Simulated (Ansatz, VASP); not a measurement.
**Two plane-wave programs on P**

```xyz
1
Lattice="4.2729 0.0000 -0.2136 0.0000 4.2729 0.0000 -0.2189 0.0000 4.3780" Properties=species:S:1:pos:R:3 pbc="T T T"
P     0.0000    0.0000    0.0000
```

Change from the starting cell: strain -0.1000 x Voigt [0, 0, 0, 0, 1, 0], atoms carried along.

Alike in both runs: task single point; functional PBEsol; dispersion D3(BJ); k mesh 12 × 12 × 12; occupations gaussian, width 0.15 eV; no spin polarisation.

|  | VASP | Ansatz |
| --- | --- | --- |
| version | VASP 6.6.1 | Ansatz 0.2.0 |
| potentials or method | VASP PAW PBE potentials, release 64 (P), cutoff 520 eV | scalar-relativistic, plane waves, PAW |
| valence electrons in the cell | 5 | 5 |

```csv
,VASP,Ansatz,Ansatz less VASP
gap on the k mesh at the Fermi level (eV),none,none,-
pressure (GPa),-4.0,-4.0,+0.01
"traceless stress, the component that is largest in VASP (GPa)",0.37,0.37,0.000
```

VASP's potentials were made for PBE, not for PBEsol. A gap of «none» marks a metal or a gap that the smearing closes.
